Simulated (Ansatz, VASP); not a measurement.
## ZnSe: VASP beside Ansatz

```
Zn Se
1.0
     0.00000    2.82432    2.82432
     2.82432    0.00000    2.82432
     2.82432    2.82432    0.00000
Zn Se
1 1
Direct
  0.00000 0.00000 0.00000
  0.75000 0.75000 0.75000
```

Change from the starting cell: volume scaled by 0.99, crystal datasets.

Alike in both runs: task electric field gradients; functional LDA; k mesh 8 × 8 × 8; occupations fermi-dirac, width 0.03 eV; no spin polarisation.

```csv
,VASP,Ansatz
version,VASP 6.6.1,Ansatz 0.2.0
potentials or method,"VASP PAW LDA potentials, release 64 (Zn, Se), cutoff 520 eV","all-electron PAW with datasets made for the crystal, scalar-relativistic"
```

|  | VASP | Ansatz | Ansatz less VASP |
| --- | --- | --- | --- |
| pressure (GPa) | -2.5 | -2.8 | -0.30 |

LDA's correlation is that of Perdew and Zunger in VASP and of Perdew and Wang (1992) in Ansatz. Ansatz ran all-electron here, and VASP with PAW potentials.
